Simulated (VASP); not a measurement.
# BN (P1) in VASP: a series of runs

BN is run at these levels: PBEsol; tasks: single point.

Everything below comes from runs of VASP 6.6.1. Logs are shortened: lines on timing, memory, paths and dates and some standing lists are left out, and cuts for length are marked.

## Step 1: The cell of the first run

The typed cell holds 24 atoms: a = 5.001 Å, b = 7.502 Å, c = 6.524 Å, α = 90.00°, β = 90.00°, γ = 120.00°.

## Step 2: Single point, PBEsol

The input, INCAR:

```
SYSTEM = BN
ALGO = Normal ; EDIFF = 1E-6
ENCUT = 520 ; GGA = PS
ISIF = 2 ; ISMEAR = -1
LASPH = .TRUE. ; LCHARG = .TRUE.
LELF = .TRUE. ; LREAL = Auto
LVHAR = .TRUE. ; LWAVE = .FALSE.
NBANDS = 66 ; NELM = 100
PREC = Accurate ; SIGMA = 0.069
```

The input, KPOINTS:

```
k-points
0
G
  4 2 2
  0 0 0
```

The input, POSCAR:

```
BN
1.0
    5.0011652085      0.0000000000      0.0000000000
   -3.7508739063      6.4967041786      0.0000000000
    0.0000000000      0.0000000000      6.5236361402
B N
12 12
Direct
    0.1497386191      0.2011655393      0.2428338991
    0.3293959904      0.1134433676      0.7749465009
    0.1670499580      0.5396202295      0.2590237965
    0.3356548547      0.4325859579      0.7317466666
    0.1609118408      0.8845092592      0.2822928748
    0.3534533103      0.7844682257      0.7459384453
    0.6599036741      0.2092422500      0.2345172182
    0.8388813696      0.1086118408      0.7564289139
    0.6642516096      0.5401557318      0.2481179154
    0.8417975433      0.4457141530      0.7639564643
    0.6494122748      0.8714926591      0.2728853912
    0.8262237762      0.7677599076      0.7699880699
    0.1663780259      0.2088705231      0.7397112433
    0.3318820754      0.0986615648      0.2595791616
    0.1716670723      0.5502873306      0.7249118281
    0.3359598636      0.4435395118      0.2415845958
    0.1565954775      0.8823335406      0.7629994827
    0.3188559122      0.7618944720      0.2905177357
    0.6757419274      0.2256887430      0.7564272277
    0.8170494738      0.0910276940      0.2248804146
    0.6659148521      0.5529594547      0.7499073975
    0.8333240339      0.4348640360      0.2461998133
    0.6803735225      0.8869334114      0.7309906466
    0.8313034778      0.7649897338      0.2715525455
```

Potentials or basis: VASP PAW PBE potentials, release 64 (B, N).

Started as:

```sh
cat potpaw_PBE.64/B/POTCAR potpaw_PBE.64/N/POTCAR > POTCAR
mpirun -np 1 vasp_std > vasp.out
```

OUTCAR:

```text
SYSTEM = BN
   EDIFF = 1E-6
   ENCUT = 520
   GGA = PS
   ISIF = 2
   ISMEAR = -1
   LASPH = .TRUE.
   LREAL = Auto
   NELM = 100
   PREC = Accurate

 ion  position               nearest neighbor table
   1  0.150  0.201  0.243-  20 1.45  14 1.46  16 1.57
   2  0.329  0.113  0.775-  13 1.35  17 1.50  19 1.51
   3  0.167  0.540  0.259-  16 1.36  22 1.45  18 1.46
   4  0.336  0.433  0.732-  21 1.44  13 1.45  15 1.48
   5  0.161  0.885  0.282-  14 1.40  24 1.43  18 1.48
   6  0.353  0.784  0.746-  23 1.42  17 1.50  15 1.53
[... 16 lines left out ...]
  23  0.680  0.887  0.731-   6 1.42  12 1.43   8 1.45
  24  0.831  0.765  0.272-   5 1.43   9 1.47  11 1.48

  LATTYP: Found a simple monoclinic cell.
 ALAT       =     5.0011652085
 B/A-ratio  =     1.3044232430
 C/A-ratio  =     1.3228756555
 COS(beta)  =    -0.1889822365

  Lattice vectors:

 A1 = (   5.0011652085,   0.0000000000,   0.0000000000)
 A2 = (   0.0000000000,   0.0000000000,   6.5236361402)
 A3 = (  -1.2502913022,  -6.4967041786,   0.0000000000)

Analysis of symmetry for initial positions (statically):
=====================================================================
 Subroutine PRICEL returns:
 Original cell was already a primitive cell.

 Routine SETGRP: Setting up the symmetry group for a
 simple monoclinic supercell.

 Subroutine GETGRP returns: Found  1 space group operations
 (whereof  1 operations were pure point group operations)
 out of a pool of  4 trial point group operations.

The static configuration has the point symmetry C_1 .

Analysis of symmetry for dynamics (positions and initial velocities):
=====================================================================
 Subroutine PRICEL returns:
 Original cell was already a primitive cell.

 Routine SETGRP: Setting up the symmetry group for a
 simple monoclinic supercell.

 Subroutine GETGRP returns: Found  1 space group operations
 (whereof  1 operations were pure point group operations)
 out of a pool of  4 trial point group operations.

The dynamic configuration has the point symmetry C_1 .

 Subroutine INISYM returns: Found  1 space group operations
 (whereof  1 operations are pure point group operations),
 and found     1 'primitive' translations

[... 126 lines left out ...]
   LREAL  =      T    real-space projection
   EDIFFG = 0.1E-04   stopping-criterion for IOM
   NSW    =      0    number of steps for IOM
   IBRION =     -1    ionic relax: 0-MD 1-quasi-New 2-CG
   NFREE  =      0    steps in history (QN), initial steepest desc. (CG)
   ISIF   =      2    stress and relaxation
   ISYM   =      2    0-nonsym 1-usesym 2-fastsym
   POTIM  = 0.5000    time-step for ionic-motion
   TEBEG  =    0.0;   TEEND  =   0.0 temperature during run
   PSTRESS=    0.0 pullay stress
   NELECT =      96.0000    total number of electrons
   NUPDOWN=      -1.0000    fix difference up-down
   EMIN   =  10.00;   EMAX   =-10.00  energy-range for DOS
   EFERMI =   0.00;   METHOD = LEGACY
   ISMEAR =    -1;   SIGMA  =   0.07  broadening in eV -4-tet -1-fermi 0-gaus
   EFERMI_NEDOS =   21; number of points for ismear=-14 and -15
   IALGO  =     38    algorithm
   IMIX   =      4    mixing-type and parameters
     AMIX     =   0.40;   BMIX     =  1.00
     AMIX_MAG =   1.60;   BMIX_MAG =  1.00
  volume/ion in A,a.u.               =       8.83        59.60
  Fermi-wavevector in a.u.,A,eV,Ry     =   1.257228  2.375816 21.505657  1.580621
  Thomas-Fermi vector in A             =   2.390897
   LORBIT       =      0    0 simple, 1 ext, 2 COOP (PROOUT), +10 PAW based schemes
   GGA     = PS    functional components
   LHFCALC =     F    Hartree Fock is set to
   AEXX    =    0.0000 exact exchange contribution
   IVDW    =     0    specifies the selected vdW correction
   LEPSILON=     F    determine dielectric tensor
   LRPA    =     F    only Hartree local field effects (RPA)
 non-spin polarized calculation
  energy-cutoff  :      520.00
  volume of cell :      211.96
 maximum number of plane-waves:      5726
 NGX is ok and might be reduce to    40
   NGX = 19   NGY = 27   NGZ = 25

 number of electron      95.9999994 magnetization

 Free energy of the ion-electron system (eV)
  ---------------------------------------------------
  ext. energy  EPLUGINS =         0.00000000
  ---------------------------------------------------
  free energy    TOTEN  =      -217.24898836 eV

  energy without entropy =     -217.24898836  energy(sigma->0) =     -217.24898836

 E-fermi :   4.0088     XC(G=0): -10.4505

 val. band max:        2.4613562129   @ k =   0.2500   0.0000   0.0000
 cond. band min:       6.3509259484   @ k =   0.0000   0.0000   0.0000
 fundamental gap:      3.8895697355
 Fermi energy:         4.0087932752

 k-point     1 :       0.0000    0.0000    0.0000
  band No.  band energies     occupation
      1     -15.4509      2.00000
      2     -15.0914      2.00000
      3     -13.5872      2.00000
      4     -13.4530      2.00000
      5     -13.2195      2.00000
      6     -12.9679      2.00000
[... 745 lines left out ...]
     59      10.9098      0.00000
     60      11.1354      0.00000
 [bands above 60 left out]

------------------------ aborting loop because EDIFF is reached ----------------------------------------

  FORCE on cell =-STRESS in cart. coord.  units (eV):
  Direction    XX          YY          ZZ          XY          YZ          ZX
  --------------------------------------------------------------------------------------
  -------------------------------------------------------------------------------------
  Total        4.9094362     -0.3465376      0.5202563     -0.2674568     -1.0978375      1.2211270
  in kB       37.1097626     -2.6194311      3.9325472     -2.0216699     -8.2984051      9.2303338
  external PRESSURE =      12.8076262 kB  Pullay stress =       0.0000000 kB

 VOLUME and BASIS-vectors are now :
 -----------------------------------------------------------------------------
  energy-cutoff  :      520.00
  volume of cell :      211.96
      direct lattice vectors                 reciprocal lattice vectors
     5.001165208  0.000000000  0.000000000     0.199953403  0.115443151  0.000000000
    -3.750873906  6.496704179  0.000000000     0.000000000  0.153924201  0.000000000
     0.000000000  0.000000000  6.523636140     0.000000000  0.000000000  0.153288745

 POSITION                                       TOTAL-FORCE (eV/Angst)
 -----------------------------------------------------------------------------------
     -0.00568      1.30691      1.58416         0.488588      2.301233     -0.279973
      1.22185      0.73701      5.05547         4.037246     -3.086711     -1.380696
     -1.18860      3.50575      1.68978        -2.832705      2.322189      0.474426
      0.05609      2.81038      4.77365        -1.301969      1.329565      0.464827
     -2.51294      5.74640      1.84158         1.234926     -2.983551     -0.519366
     -1.17476      5.09646      4.86623        -2.268626     -2.416962     -0.553755
[... 16 lines left out ...]
      0.07589      5.76214      4.76872        -1.674153      0.669400      1.548129
      1.28811      4.96991      1.77151        -1.484972      0.203634     -0.026346
 -----------------------------------------------------------------------------------
    total drift:                               -0.002321     -0.002835      0.000449

  FREE ENERGIE OF THE ION-ELECTRON SYSTEM (eV)
  ---------------------------------------------------
  free  energy   TOTEN  =      -217.2489883626 eV

  energy  without entropy=     -217.2489883624  energy(sigma->0) =     -217.24898836
```

Wall time 3.6 min (1 thread of AMD EPYC 7R43 (Zen 3), shared host); peak memory 0.33 GiB.

What came out:

| Item | Value |
| --- | --- |
| Free energy | -217.2490 eV |
| Pressure | 1.3 GPa |
| Largest force | 5.345 eV/Å |
| Band gap on the k mesh | 3.89 eV, indirect (least direct gap 4.04 eV) |

Forces in eV/Å, atoms in the order of the input:
```
B    0.489  2.301 -0.280
B    4.037 -3.087 -1.381
B   -2.833  2.322  0.474
B   -1.302  1.330  0.465
B    1.235 -2.984 -0.519
B   -2.269 -2.417 -0.554
B    0.487  0.702  0.625
B   -0.892 -0.272 -1.037
B   -0.118  1.935  0.850
B    0.292  0.306 -1.707
B    0.864 -0.372 -0.736
B    0.715  1.314 -1.787
N   -2.366  3.404  0.432
N   -1.585  1.413 -0.273
N    0.373  1.044  1.267
N    1.812 -5.020 -0.291
N    2.858  1.254  1.068
N    0.263  0.865 -0.500
N   -0.528 -1.869  1.156
N    0.507  0.684  0.997
N    0.746 -1.743  0.773
N    0.372 -1.984 -0.562
N   -1.674  0.669  1.548
N   -1.485  0.204 -0.026
```

Stress tensor (GPa, compression positive):
```
 3.71 -0.20  0.92
-0.20 -0.26 -0.83
 0.92 -0.83  0.39
```

Levels at points of the mesh, in eV from the valence-band top:
| k point | band 46 | band 47 | band 48 | band 49 | band 50 | band 51 |
| --- | --- | --- | --- | --- | --- | --- |
| (0.00, 0.00, 0.00) | -0.52 | -0.43 | -0.15 | 3.89 | 4.56 | 4.81 |
| (0.50, 0.00, 0.00) | -0.78 | -0.12 | -0.03 | 4.49 | 4.64 | 5.00 |
| (0.00, 0.50, 0.00) | -0.50 | -0.42 | -0.15 | 3.93 | 4.14 | 4.62 |
| (0.50, 0.50, 0.00) | -1.09 | -0.51 | -0.35 | 5.00 | 5.36 | 5.62 |
| (0.00, 0.00, 0.50) | -0.86 | -0.81 | -0.62 | 4.37 | 4.38 | 4.79 |
| (0.50, 0.00, 0.50) | -0.40 | -0.39 | -0.22 | 4.46 | 4.55 | 4.71 |
| (0.00, 0.50, 0.50) | -0.92 | -0.80 | -0.64 | 4.31 | 4.41 | 4.46 |
| (0.50, 0.50, 0.50) | -1.22 | -1.05 | -0.96 | 5.11 | 5.28 | 5.45 |

Caveat: the k points lie up to 0.48 Å⁻¹ apart; the PAW data sets were made with another functional, which shifts forces and pressure a little.

## Step 3: Single point, PBEsol

The input, INCAR:

```
SYSTEM = BN
ALGO = Normal
EDIFF = 1E-7
ENCUT = 520
GGA = PS
ISIF = 2
ISMEAR = -1
LASPH = .TRUE.
LCHARG = .TRUE.
LELF = .TRUE.
LREAL = Auto
LVHAR = .TRUE.
LWAVE = .FALSE.
NBANDS = 66
NELM = 100
PREC = Accurate
SIGMA = 0.069
```

KPOINTS is that of step 2.

The input, POSCAR:

```
BN
1.0
    5.0011652085      0.0000000000      0.0000000000
   -3.7508739063      6.4967041786      0.0000000000
    0.0000000000      0.0000000000      6.5236361402
B N
12 12
Direct
    0.1571272683      0.2236607917      0.2339747293
    0.3739630097      0.1166263661      0.7580905639
    0.1499624749      0.5585162723      0.2590021828
    0.3227391367      0.4282396002      0.7504117175
    0.1708249399      0.8927577492      0.2820945191
    0.3540342041      0.7817353015      0.7576271720
    0.6525629689      0.2201202272      0.2499412850
    0.8573939270      0.1019780156      0.7679894912
    0.6574539567      0.5642577989      0.2348558330
    0.8591223278      0.4481789412      0.7500671244
    0.6684496366      0.8927066464      0.2669086630
    0.8403672964      0.7732354532      0.7452244263
    0.1808923198      0.2114055007      0.7593213192
    0.3217366586      0.1114452775      0.2642981557
    0.1903671217      0.5636599573      0.7087570338
    0.3140365095      0.4492460977      0.2107603751
    0.1893695041      0.8903069681      0.7483860067
    0.3318327538      0.7868194179      0.2551627596
    0.6808200548      0.2146077398      0.7424606302
    0.8135687349      0.1024674945      0.2381803593
    0.6587294878      0.5430918360      0.7318228512
    0.8237316229      0.4563024448      0.2602890418
    0.6896808224      0.8822487283      0.7551156892
    0.8231178388      0.7774474351      0.2825943937
```

Potentials or basis: VASP PAW PBE potentials, release 64 (B, N).

Started as:

```sh
cat potpaw_PBE.64/B/POTCAR potpaw_PBE.64/N/POTCAR > POTCAR
mpirun -np 1 vasp_std > vasp.out
```

Run time: 3.9 min. Hardware: 1 thread of AMD EPYC 7R43 (Zen 3), shared host; peak memory 0.33 GiB.

The run converged. Its results:

- Free energy: -216.8135 eV
- Pressure: 1.2 GPa
- Largest force: 5.859 eV/Å
- Band gap on the k mesh: 3.78 eV, indirect (least direct gap 4.15 eV)

Forces on the atoms (eV/Å):
```
B   -0.751  0.079  0.291
B   -4.148 -3.251 -0.251
B    0.915  1.313 -1.214
B    1.308  2.891 -1.430
B   -2.336 -0.716 -0.862
B    0.563 -0.721 -1.723
B    0.194  1.502  0.196
B   -1.817  0.050 -1.183
B   -0.845 -0.998  1.409
B   -1.839 -0.842 -2.100
B   -1.238 -2.086 -0.495
B    3.067 -1.850 -0.319
N    0.112  0.866  0.511
N   -0.145  1.275 -0.258
N   -0.741 -2.552  2.514
N    1.259 -0.523  0.940
N   -0.811 -0.431  0.669
N    0.985 -1.958  0.972
N    4.781  3.171  1.192
N    0.834  4.236  0.262
N    2.357  1.190  1.442
N    0.084 -3.332 -0.876
N   -2.902  1.456  0.888
N    1.115  1.231 -0.576
```

Stress tensor (GPa, compression positive):
```
 2.61 -0.58 -1.10
-0.58  1.01  0.00
-1.10  0.00 -0.15
```

Levels at points of the mesh, in eV from the valence-band top:
```
           k point  band 44  band 45  band 46  band 47  band 48  band 49  band 50  band 51  band 52  band 53
(0.00, 0.00, 0.00)    -1.16    -1.08    -0.56    -0.47    -0.36     3.78     4.40     4.93     5.12     5.56
(0.50, 0.00, 0.00)    -1.92    -1.05    -0.92    -0.22     0.00     4.36     4.48     5.05     5.14     6.12
(0.00, 0.50, 0.00)    -1.48    -0.76    -0.58    -0.42    -0.33     3.88     4.17     4.53     4.69     5.13
(0.50, 0.50, 0.00)    -1.94    -1.39    -1.15    -0.54    -0.52     5.07     5.22     5.41     5.91     6.00
(0.00, 0.00, 0.50)    -1.17    -1.08    -0.96    -0.88    -0.76     4.26     4.49     4.75     5.12     5.19
(0.50, 0.00, 0.50)    -2.58    -0.66    -0.55    -0.39    -0.35     4.43     4.53     4.65     4.75     6.52
(0.00, 0.50, 0.50)    -1.11    -1.02    -1.00    -0.87    -0.74     4.19     4.32     4.48     4.53     4.86
(0.50, 0.50, 0.50)    -2.08    -1.40    -1.28    -1.22    -1.05     5.03     5.24     5.41     5.52     6.03
```

Caveat: the k points lie up to 0.48 Å⁻¹ apart; the PAW data sets were made with another functional, which shifts forces and pressure a little. A hybrid or GW would open this gap; PBEsol tends to underestimate it.
